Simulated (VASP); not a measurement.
Set up this calculation in VASP 6.6.1, as the native input.

* Task: single point
* Functional: PBEsol
* Potentials or basis: VASP PAW PBE potentials, release 64 (As, Ta_pv)
* Cutoff: 520 eV
* k mesh: 11 × 5 × 1
* Occupations: gaussian, width 0.1 eV
* Spin: no spin polarisation
* Dipole correction: yes
* Further INCAR settings: ALGO = Normal; EDIFF = 1e-07; NBANDS = 72; ISYM = 0

The structure of Ta4As3 lies in POSCAR:

```
Ta4As3
1.0
    3.3914021655      0.0000000000      0.0000000000
   -1.6957010828      6.9190024853      0.0000000000
    0.0000000000      0.0000000000     25.1673358475
As Ta
6 8
Direct
    0.3310001000      0.6620002000      0.2980053211
    0.6689999000      0.3379998000      0.4270747380
    0.3826299973      0.7652599946      0.4554629146
    0.1173700027      0.2347400054      0.5445370854
    0.8310001000      0.6620002000      0.5729252620
    0.1689999000      0.3379998000      0.7019946789
    0.1631006076      0.3262012153      0.3453886143
    0.5000000000      0.0000000000      0.3625400295
    0.8368993924      0.6737987847      0.3796914447
    0.0311934724      0.0623869449      0.4522192484
    0.4688065276      0.9376130551      0.5477807516
    0.6631006076      0.3262012153      0.6203085553
    0.0000000000      0.0000000000      0.6374599705
    0.3368993924      0.6737987847      0.6546113857
```

One way to write it, as run:

INCAR

```
SYSTEM = Ta4As3
PREC = Accurate ; ENCUT = 520
EDIFF = 1E-7 ; ISMEAR = 0
SIGMA = 0.1 ; LREAL = .FALSE.
LASPH = .TRUE. ; NELM = 60
ALGO = Normal ; ISIF = 2
LWAVE = .FALSE. ; LCHARG = .FALSE.
LDIPOL = .TRUE. ; IDIPOL = 3
DIPOL = 0.5 0.5 0.500 ; GGA = PS
ISYM = 0 ; NBANDS = 72
```

KPOINTS

```
Automatic mesh
0
G
  11 5 1
  0 0 0
```

Potentials or basis: VASP PAW PBE potentials, release 64 (As, Ta_pv).

Command:

```console
$ cat potpaw_PBE.64/As/POTCAR potpaw_PBE.64/Ta_pv/POTCAR > POTCAR
$ mpirun -np 1 vasp_std > vasp.out
```

Results of the run:

```
Largest force          : 1.312 eV/Å
Band gap on the k mesh : zero (bands 59 and 60 overlap by 0.48 eV)
```

Caveat: the PAW data sets were made with another functional, which shifts forces and pressure a little; spin-orbit coupling is left out, which moves the levels of the heavy elements.

Wall time 100 min on 1 thread of Intel Xeon 8259CL, with other jobs on the host, peak memory 1.2 GiB.
